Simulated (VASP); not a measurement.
# WS2 (Tungstenite) (P6_3/mmc) in VASP: further runs, part 2 of 2

VASP 6.6.1.

## (4) Single point, PBE

This run uses another cell than the first one, of 18.43 Å³/atom, 1.020 times its volume.

File INCAR:

```
SYSTEM = WS2
PREC = Accurate
ENCUT = 520
EDIFF = 1E-6
ISMEAR = -1
SIGMA = 0.05
LREAL = .FALSE.
LASPH = .TRUE.
NELM = 60
ALGO = Normal
ISIF = 2
LWAVE = .FALSE.
LCHARG = .FALSE.
GGA = PE
NBANDS = 35
```

File KPOINTS:

```
Automatic mesh
0
G
  8 8 2
  0 0 0
```

File POSCAR:

```
WS2
1.0
    3.1800000000      0.0000000000      0.0000000000
   -1.5900000000      2.7539607840      0.0000000000
    0.0000000000      0.0000000000     12.6250000000
W S
2 4
Direct
    0.6666666667      0.3333333333      0.7500000000
    0.3333333333      0.6666666667      0.2500000000
    0.6666666667      0.3333333333      0.3750000000
    0.3333333333      0.6666666667      0.8750000000
    0.6666666667      0.3333333333      0.1250000000
    0.3333333333      0.6666666667      0.6250000000
```

Potentials or basis: VASP PAW PBE potentials, release 64 (W_sv, S).

Command:

```sh
$ cat potpaw_PBE.64/W_sv/POTCAR potpaw_PBE.64/S/POTCAR > POTCAR
$ mpirun -np 1 vasp_std > vasp.out
```

OUTCAR:

```text
SYSTEM = WS2
   PREC = Accurate
   ENCUT = 520
   EDIFF = 1E-6
   ISMEAR = -1
   LREAL = .FALSE.
   LASPH = .TRUE.
   NELM = 60
   ISIF = 2
   GGA = PE

 ion  position               nearest neighbor table
   1  0.667  0.333  0.750-   4 2.42   6 2.42   4 2.42   6 2.42   4 2.42   6 2.42
   2  0.333  0.667  0.250-   3 2.42   5 2.42   3 2.42   5 2.42   3 2.42   5 2.42
   3  0.667  0.333  0.375-   2 2.42   2 2.42   2 2.42
   4  0.333  0.667  0.875-   1 2.42   1 2.42   1 2.42
   5  0.667  0.333  0.125-   2 2.42   2 2.42   2 2.42
   6  0.333  0.667  0.625-   1 2.42   1 2.42   1 2.42

  LATTYP: Found a hexagonal cell.
 ALAT       =     3.1800000000
 C/A-ratio  =     3.9701257862

  Lattice vectors:

 A1 = (   3.1800000000,   0.0000000000,   0.0000000000)
 A2 = (  -1.5900000000,   2.7539607840,   0.0000000000)
 A3 = (   0.0000000000,   0.0000000000,  12.6250000000)

Analysis of symmetry for initial positions (statically):
=====================================================================
 Subroutine PRICEL returns:
 Original cell was already a primitive cell.

 Routine SETGRP: Setting up the symmetry group for a
 hexagonal supercell.

 Subroutine GETGRP returns: Found 24 space group operations
 (whereof 12 operations were pure point group operations)
 out of a pool of 24 trial point group operations.

The static configuration has the point symmetry D_3d.
 The point group associated with its full space group is D_6h.

Analysis of symmetry for dynamics (positions and initial velocities):
=====================================================================
 Subroutine PRICEL returns:
 Original cell was already a primitive cell.

 Routine SETGRP: Setting up the symmetry group for a
 hexagonal supercell.

 Subroutine GETGRP returns: Found 24 space group operations
 (whereof 12 operations were pure point group operations)
[... 125 lines left out ...]
     AMIX     =   0.40;   BMIX     =  1.00
     AMIX_MAG =   1.60;   BMIX_MAG =  1.00
  volume/ion in A,a.u.               =      18.43       124.35
  Fermi-wavevector in a.u.,A,eV,Ry     =   1.273123  2.405855 22.052913  1.620843
  Thomas-Fermi vector in A             =   2.405964
   LORBIT       =      0    0 simple, 1 ext, 2 COOP (PROOUT), +10 PAW based schemes
   GGA     = PE    functional components
   LHFCALC =     F    Hartree Fock is set to
   AEXX    =    0.0000 exact exchange contribution
   IVDW    =     0    specifies the selected vdW correction
   LEPSILON=     F    determine dielectric tensor
   LRPA    =     F    only Hartree local field effects (RPA)
 non-spin polarized calculation
  energy-cutoff  :      520.00
  volume of cell :      110.56
 maximum number of plane-waves:      3002
 NGX is ok and might be reduce to    24
   NGX = 11   NGY = 11   NGZ = 47

 number of electron      52.0000005 magnetization

 Free energy of the ion-electron system (eV)
  ---------------------------------------------------
  ext. energy  EPLUGINS =         0.00000000
  ---------------------------------------------------
  free energy    TOTEN  =       -47.29465128 eV

  energy without entropy =      -47.29465097  energy(sigma->0) =      -47.29465113

 E-fermi :   7.4785     XC(G=0): -10.7219

 val. band max:        6.9216157557   @ k =   0.0000   0.0000   0.0000
 cond. band min:       8.1682836171   @ k =   0.2500   0.1250   0.0000
 fundamental gap:      1.2466678614
 Fermi energy:         7.4785077241

 k-point     1 :       0.0000    0.0000    0.0000
  band No.  band energies     occupation
      1     -67.6513      2.00000
      2     -67.6512      2.00000
      3     -31.8835      2.00000
      4     -31.8834      2.00000
      5     -31.7304      2.00000
      6     -31.7304      2.00000
[... 749 lines left out ...]
     34      11.5963      0.00000
     35      12.8887      0.00000

------------------------ aborting loop because EDIFF is reached ----------------------------------------

  FORCE on cell =-STRESS in cart. coord.  units (eV):
  Direction    XX          YY          ZZ          XY          YZ          ZX
  --------------------------------------------------------------------------------------
  -------------------------------------------------------------------------------------
  Total        0.4050669      0.4050669      0.3507955      0.0000000      0.0000000      0.0000000
  in kB        5.8697695      5.8697695      5.0833300      0.0000000      0.0000000      0.0000000
  external PRESSURE =       5.6076230 kB  Pullay stress =       0.0000000 kB

 VOLUME and BASIS-vectors are now :
 -----------------------------------------------------------------------------
  energy-cutoff  :      520.00
  volume of cell :      110.56
      direct lattice vectors                 reciprocal lattice vectors
     3.180000000  0.000000000  0.000000000     0.314465409  0.181556688  0.000000000
    -1.590000000  2.753960784  0.000000000     0.000000000  0.363113377  0.000000000
     0.000000000  0.000000000 12.625000000     0.000000000  0.000000000  0.079207921

 POSITION                                       TOTAL-FORCE (eV/Angst)
 -----------------------------------------------------------------------------------
      1.59000      0.91799      9.46875        -0.000000      0.000000      0.000000
     -0.00000      1.83597      3.15625        -0.000000     -0.000000      0.000000
      1.59000      0.91799      4.73438        -0.000000     -0.000000     -0.164258
     -0.00000      1.83597     11.04688         0.000000      0.000000     -0.164258
      1.59000      0.91799      1.57812        -0.000000     -0.000000      0.164258
     -0.00000      1.83597      7.89062         0.000000      0.000000      0.164258
 -----------------------------------------------------------------------------------
    total drift:                                0.000000     -0.000000      0.000000

  FREE ENERGIE OF THE ION-ELECTRON SYSTEM (eV)
  ---------------------------------------------------
  free  energy   TOTEN  =       -47.2946512824 eV

  energy  without entropy=      -47.2946509713  energy(sigma->0) =      -47.29465113
```

stdout:

```text
POSCAR found type information on POSCAR W S
 POSCAR found :  2 types and       6 ions
 scaLAPACK will be used
 LDA part: xc-table for (Slater+PW92), standard interpolation
 POSCAR, INCAR and KPOINTS ok, starting setup
 FFT: planning ... GRIDC
 FFT: planning ... GRID_SOFT
 FFT: planning ... GRID
 WAVECAR not read
 entering main loop
```

It took 2.6 min on 1 thread of AMD EPYC 7R13, shared host; peak memory 0.22 GiB.

What came out:

| Property | Result |
| --- | --- |
| Free energy | -47.2947 eV |
| Pressure | 0.6 GPa |
| Largest force | 0.164 eV/Å |
| Band gap on the k mesh | 1.25 eV, indirect (least direct gap 2.21 eV) |

Forces in eV/Å, atoms in the order of the input:
```
W    0.000  0.000  0.000
W    0.000  0.000  0.000
S    0.000  0.000 -0.164
S    0.000  0.000 -0.164
S    0.000  0.000  0.164
S    0.000  0.000  0.164
```

Levels at points of the mesh, in eV from the valence-band top:
| k point | band 23 | band 24 | band 25 | band 26 | band 27 | band 28 | band 29 | band 30 |
| --- | --- | --- | --- | --- | --- | --- | --- | --- |
| (0.00, 0.00, 0.00) | -2.10 | -1.58 | -1.05 | 0.00 | 2.33 | 2.33 | 2.34 | 2.34 |
| (0.50, 0.00, 0.00) | -1.87 | -1.72 | -1.57 | -1.43 | 2.32 | 2.35 | 2.64 | 2.87 |
| (0.00, 0.00, 0.50) | -2.12 | -2.12 | -0.30 | -0.30 | 2.33 | 2.33 | 2.33 | 2.33 |
| (0.50, 0.00, 0.50) | -1.80 | -1.80 | -1.49 | -1.49 | 2.33 | 2.33 | 2.77 | 2.77 |

Caveat: spin-orbit coupling is left out, which moves the levels of the heavy elements; this functional lacks dispersion, which binds the layers, so the pressure and a relaxed spacing across them are unreliable. A k mesh can miss the band edges.

## (5) Single point, PBE

This run uses another cell than the first one, of 18.61 Å³/atom, 1.030 times its volume.

File INCAR:

```
PREC     = Accurate       # precision mode
ENCUT    = 520            # plane-wave cutoff, eV
EDIFF    = 1E-6           # SCF threshold, eV
ISMEAR   = -1             # smearing method
SIGMA    = 0.05           # smearing width, eV
LREAL    = F              # projectors in reciprocal space
LASPH    = T              # aspherical terms in the spheres
NELM     = 100            # most SCF steps
ALGO     = Normal         # electronic algorithm
ISIF     = 2              # what is computed and relaxed
LWAVE    = F              # write WAVECAR
LCHARG   = F              # write CHGCAR
GGA      = PE             # functional
NBANDS   = 35             # bands
```

File KPOINTS:

```
regular mesh
0
Gamma
  8 8 2
```

Changes to POSCAR since step 4:

```diff
@@ -4,3 +4,3 @@
    -1.5900000000      2.7539607840      0.0000000000
-    0.0000000000      0.0000000000     12.6250000000
+    0.0000000000      0.0000000000     12.7500000000
 W S
```

Potentials or basis: VASP PAW PBE potentials, release 64 (W_sv, S).

Command:

```sh
$ cat potpaw_PBE.64/W_sv/POTCAR potpaw_PBE.64/S/POTCAR > POTCAR
$ mpirun -np 1 vasp_std > vasp.out
```

OUTCAR:

```text
PREC = Accurate
   ENCUT = 520
   EDIFF = 1E-6
   ISMEAR = -1
   LREAL = F
   LASPH = T
   NELM = 100
   ISIF = 2
   GGA = PE

 ion  position               nearest neighbor table
   1  0.667  0.333  0.750-   4 2.43   6 2.43   4 2.43   6 2.43   4 2.43   6 2.43
   2  0.333  0.667  0.250-   3 2.43   5 2.43   3 2.43   5 2.43   3 2.43   5 2.43
   3  0.667  0.333  0.375-   2 2.43   2 2.43   2 2.43
   4  0.333  0.667  0.875-   1 2.43   1 2.43   1 2.43
   5  0.667  0.333  0.125-   2 2.43   2 2.43   2 2.43
   6  0.333  0.667  0.625-   1 2.43   1 2.43   1 2.43

  LATTYP: Found a hexagonal cell.
 ALAT       =     3.1800000000
 C/A-ratio  =     4.0094339623

  Lattice vectors:

 A1 = (   3.1800000000,   0.0000000000,   0.0000000000)
 A2 = (  -1.5900000000,   2.7539607840,   0.0000000000)
 A3 = (   0.0000000000,   0.0000000000,  12.7500000000)

Analysis of symmetry for initial positions (statically):
=====================================================================
 Subroutine PRICEL returns:
 Original cell was already a primitive cell.
[... 176 lines left out ...]

 val. band max:        6.7265821793   @ k =   0.0000   0.0000   0.0000
 cond. band min:       8.0141582650   @ k =   0.2500   0.1250   0.0000
 fundamental gap:      1.2875760856
 Fermi energy:         7.3030753467

 k-point     1 :       0.0000    0.0000    0.0000
  band No.  band energies     occupation
      1     -67.7843      2.00000
      2     -67.7843      2.00000
      3     -32.0098      2.00000
      4     -32.0098      2.00000
      5     -31.8528      2.00000
      6     -31.8528      2.00000
[... 749 lines left out ...]
     34      11.4268      0.00000
     35      12.7057      0.00000

------------------------ aborting loop because EDIFF is reached ----------------------------------------

  FORCE on cell =-STRESS in cart. coord.  units (eV):
  Direction    XX          YY          ZZ          XY          YZ          ZX
  --------------------------------------------------------------------------------------
  -------------------------------------------------------------------------------------
  Total       -0.2667442     -0.2667442     -1.6268533     -0.0000000      0.0000000      0.0000000
  in kB       -3.8274591     -3.8274591    -23.3433902     -0.0000000      0.0000000      0.0000000
  external PRESSURE =     -10.3327695 kB  Pullay stress =       0.0000000 kB

 VOLUME and BASIS-vectors are now :
 -----------------------------------------------------------------------------
  energy-cutoff  :      520.00
  volume of cell :      111.66
      direct lattice vectors                 reciprocal lattice vectors
     3.180000000  0.000000000  0.000000000     0.314465409  0.181556688  0.000000000
    -1.590000000  2.753960784  0.000000000     0.000000000  0.363113377  0.000000000
     0.000000000  0.000000000 12.750000000     0.000000000  0.000000000  0.078431373

 POSITION                                       TOTAL-FORCE (eV/Angst)
 -----------------------------------------------------------------------------------
      1.59000      0.91799      9.56250        -0.000000     -0.000000      0.000000
     -0.00000      1.83597      3.18750         0.000000      0.000000      0.000000
      1.59000      0.91799      4.78125        -0.000000      0.000000     -0.449448
     -0.00000      1.83597     11.15625         0.000000     -0.000000     -0.449448
      1.59000      0.91799      1.59375        -0.000000      0.000000      0.449448
     -0.00000      1.83597      7.96875         0.000000     -0.000000      0.449448
 -----------------------------------------------------------------------------------
    total drift:                               -0.000000      0.000000     -0.000000

  FREE ENERGIE OF THE ION-ELECTRON SYSTEM (eV)
  ---------------------------------------------------
  free  energy   TOTEN  =       -47.2886919490 eV

  energy  without entropy=      -47.2886917322  energy(sigma->0) =      -47.28869184
```

stdout:

```text
POSCAR found type information on POSCAR W S
 POSCAR found :  2 types and       6 ions
 scaLAPACK will be used
 LDA part: xc-table for (Slater+PW92), standard interpolation
 POSCAR, INCAR and KPOINTS ok, starting setup
 FFT: planning ... GRIDC
 FFT: planning ... GRID_SOFT
 FFT: planning ... GRID
 WAVECAR not read
 entering main loop
```

It took 2.5 min on 1 thread of AMD EPYC 7R13, shared host; peak memory 0.22 GiB.

Results:

* Free energy: -47.2887 eV
* Pressure: -1.0 GPa
* Largest force: 0.449 eV/Å
* Band gap on the k mesh: 1.29 eV, indirect (least direct gap 2.23 eV)

Forces in eV/Å, atoms in the order of the input:
```
W    0.000  0.000  0.000
W    0.000  0.000  0.000
S    0.000  0.000 -0.449
S    0.000  0.000 -0.449
S    0.000  0.000  0.449
S    0.000  0.000  0.449
```

Caveat: spin-orbit coupling is left out, which moves the levels of the heavy elements; this functional lacks dispersion, which binds the layers, so the pressure and a relaxed spacing across them are unreliable. PBE gaps usually lie below the measured ones, often by a third to a half.

## (6) Single point, PBE

This run uses another cell than the first one, of 18.97 Å³/atom, 1.051 times its volume.

File INCAR:

```
  PREC = Accurate
  ENCUT = 520
  EDIFF = 1E-6
  ISMEAR = -1
  SIGMA = 0.05
  LREAL = False
  LASPH = True
  NELM = 80
  ALGO = Normal
  ISIF = 2
  LWAVE = False
  LCHARG = False
  GGA = PE
  NBANDS = 35
```

File KPOINTS:

```
Automatic mesh
0
Gamma
  8 8 2
```

Changes to POSCAR since step 5:

```diff
@@ -4,3 +4,3 @@
    -1.5900000000      2.7539607840      0.0000000000
-    0.0000000000      0.0000000000     12.7500000000
+    0.0000000000      0.0000000000     13.0000000000
 W S
```

Potentials or basis: VASP PAW PBE potentials, release 64 (W_sv, S).

Command:

```sh
$ cat potpaw_PBE.64/W_sv/POTCAR potpaw_PBE.64/S/POTCAR > POTCAR
$ mpirun -np 1 vasp_std > vasp.out
```

Wall time 2.5 min (1 thread of AMD EPYC 7R13, shared host); peak memory 0.23 GiB.

Results (log left out):

```yaml
Free_energy: -47.2207 eV
Pressure: -4.0 GPa
Largest_force: 0.987 eV/Å
Band_gap_on_the_k_mesh: 1.36 eV, indirect (least direct gap 2.27 eV)
```

Forces on the atoms (eV/Å):
```
W    0.000  0.000  0.000
W    0.000  0.000  0.000
S    0.000  0.000 -0.987
S    0.000  0.000 -0.987
S    0.000  0.000  0.987
S    0.000  0.000  0.987
```

Stress tensor (GPa, compression positive):
```
-2.12  0.00  0.00
 0.00 -2.12  0.00
 0.00  0.00 -7.65
```

Levels at points of the mesh, in eV from the valence-band top:
```csv
k point,band 23,band 24,band 25,band 26,band 27,band 28,band 29,band 30
"(0.00, 0.00, 0.00)",-1.66,-1.59,-0.95,0.00,2.51,2.51,2.55,2.55
"(0.50, 0.00, 0.00)",-1.48,-1.35,-1.31,-1.21,2.60,2.62,2.79,3.06
"(0.00, 0.00, 0.50)",-1.67,-1.67,-0.29,-0.29,2.53,2.53,2.53,2.53
"(0.50, 0.00, 0.50)",-1.41,-1.41,-1.26,-1.26,2.61,2.61,2.94,2.94
```

Caveat: spin-orbit coupling is left out, which moves the levels of the heavy elements; this functional lacks dispersion, which binds the layers, so the pressure and a relaxed spacing across them are unreliable.

## (7) The runs side by side

| cell | gap on the mesh (eV) | pressure (GPa) | largest force (eV/Å) |
| --- | --- | --- | --- |
| a = 3.180, b = 3.180, c = 12.375 Å, angles 90.0, 90.0, 120.0°, 6 atoms | 1.16 | 4.0 | 0.44 |
| a = 3.180, b = 3.180, c = 12.500 Å, angles 90.0, 90.0, 120.0°, 6 atoms | 1.20 | 2.2 | 0.13 |
| a = 3.180, b = 3.180, c = 12.625 Å, angles 90.0, 90.0, 120.0°, 6 atoms | 1.25 | 0.6 | 0.16 |
| a = 3.180, b = 3.180, c = 12.750 Å, angles 90.0, 90.0, 120.0°, 6 atoms | 1.29 | -1.0 | 0.45 |
| a = 3.180, b = 3.180, c = 13.000 Å, angles 90.0, 90.0, 120.0°, 6 atoms | 1.36 | -4.0 | 0.99 |

Alike in all rows: task single point; level PBE; potentials or basis VASP PAW PBE potentials, release 64 (W_sv, S); no spin polarisation; k mesh 8 × 8 × 2; cutoff (eV) 520; smearing fermi-dirac 0.05 eV.

Caveats: spin-orbit coupling is left out, which moves the levels of the heavy elements; this functional lacks dispersion, which binds the layers, so the pressure and a relaxed spacing across them are unreliable.

Absolute energies hang on the potentials; compare differences alone.
